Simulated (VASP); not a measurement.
Here is a VASP 6.6.1 calculation.

Contents of INCAR:

```
SYSTEM = AlN
  PREC = Accurate
  ENCUT = 580
  EDIFF = 1E-8
  ISMEAR = 0
  SIGMA = 0.01
  LREAL = .FALSE.
  LASPH = .TRUE.
  NELM = 120
  ALGO = Normal
  ISIF = 2
  LWAVE = .FALSE.
  LCHARG = .FALSE.
  METAGGA = R2SCAN
  LMIXTAU = .TRUE.
  LCALCEPS = .TRUE.
  GGA_COMPAT = .FALSE.
  KPAR = 4
```

KPOINTS

```
regular mesh
0
G
  9 9 2
  0 0 0
```

Contents of POSCAR:

```
AlN
1.0
    3.0971640999      0.0000000000      0.0000000000
   -1.5485820500      2.6822227902      0.0000000000
    0.0000000000      0.0000000000     10.0339471204
Al N
4 4
Direct
    0.0000000000      0.0000000000     -0.0012653835
    0.3333333333      0.6666666667      0.2498392703
    0.0000000000      0.0000000000      0.4987346165
    0.6666666667      0.3333333333      0.7498392703
    0.0000000000      0.0000000000      0.1882105659
    0.3333333333      0.6666666667      0.4382155474
    0.0000000000      0.0000000000      0.6882105659
    0.6666666667      0.3333333333      0.9382155474
```

Potentials or basis: VASP PAW PBE potentials, release 64 (Al, N).

The run is started by

```sh
$ cat potpaw_PBE.64/Al/POTCAR potpaw_PBE.64/N/POTCAR > POTCAR
$ mpirun -np 4 vasp_std > vasp.out
```

What does it give for the electronic dielectric tensor (diagonal)?

4.19, 4.19, 4.29.

Predict the Born charges (mean of the diagonal).

Al +2.56, +2.51 (each value once); N -2.53 e.

Estimate the band gap on the k mesh.

4.79 eV (least direct gap 4.90 eV).

Dipole moments of the cell (e·Å, modulo the quantum): ionic 0.000, 0.000, 27.651; electronic 0.000, 0.000, -0.250

 A k mesh can miss the band edges.
